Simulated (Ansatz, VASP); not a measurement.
This is a calculation of KCl for VASP 6.6.1.

File INCAR:

```
PREC     = Accurate       # precision mode
ENCUT    = 520            # plane-wave cutoff, eV
EDIFF    = 1E-7           # SCF threshold, eV
ISMEAR   = -1             # smearing method
SIGMA    = 0.05           # smearing width, eV
LREAL    = False          # projectors in reciprocal space
LASPH    = True           # aspherical terms in the spheres
NELM     = 80             # most SCF steps
ALGO     = Normal         # electronic algorithm
ISIF     = 2              # what is computed and relaxed
LWAVE    = False          # write WAVECAR
LCHARG   = True           # write CHGCAR
GGA      = CA             # functional
LELF     = True           # ELF
LVHAR    = True         
NBANDS   = 15             # bands
```

Contents of KPOINTS:

```
Automatic mesh
0
Gamma
  7 7 7
```

Contents of POSCAR:

```
KCl
1.0
    0.0000000000      3.1673081569      3.1673081569
    3.1673081569      0.0000000000      3.1673081569
    3.1673081569      3.1673081569      0.0000000000
K Cl
1 1
Direct
    0.0000000000      0.0000000000      0.0000000000
    0.5000000000      0.5000000000      0.5000000000
```

Potentials or basis: VASP PAW LDA potentials, release 64 (K_sv, Cl).

Launch:

```console
$ cat potpaw_LDA.64/K_sv/POTCAR potpaw_LDA.64/Cl/POTCAR > POTCAR
$ mpirun -np 1 vasp_std > vasp.out
```

Q: Set up the same calculation for Ansatz 0.2.0. Potentials there: all-electron LAPW, scalar-relativistic.

A: As run (the cutoff follows the program's own potentials):

The input input.yaml:

```yaml
crystal:
  lattice:
    - [0.0, 3.1673081569, 3.1673081569]
    - [3.1673081569, 0.0, 3.1673081569]
    - [3.1673081569, 3.1673081569, 0.0]
  atoms:
    - { symbol: K, position: [0.0, 0.0, 0.0] }
    - { symbol: Cl, position: [0.5, 0.5, 0.5] }
kpoints:
  mp_grid: { grid: [7, 7, 7] }
scf:
  occupations: { method: fermi_dirac, width: 0.05 }
hamiltonian:
  xc: lda
  pseudopotentials: { kind: all_electron, lapw: { basis_error: 0.001 } }
output:
  forces: true
  stress: true
  eigenvalues: true
```

Potentials or basis: all-electron LAPW, scalar-relativistic.

Launch:

```console
$ ansatz run input.yaml --threads 1 --pin off --max-ram 3072MiB --backend cpu --events-out ev --progress --plain --runs-dir out
```

Both were run:

|  | VASP | Ansatz | Ansatz less VASP |
| --- | --- | --- | --- |
| gap on the k mesh at the Fermi level (eV) | 4.68 | 4.68 | -0.004 |
| least direct gap on the mesh (eV) | 4.68 | 4.68 | -0.004 |
| pressure (GPa) | -2.2 | -2.2 | -0.03 |

LDA's correlation is that of Perdew and Zunger in VASP and of Perdew and Wang (1992) in Ansatz. Ansatz ran all-electron here, and VASP with PAW potentials.
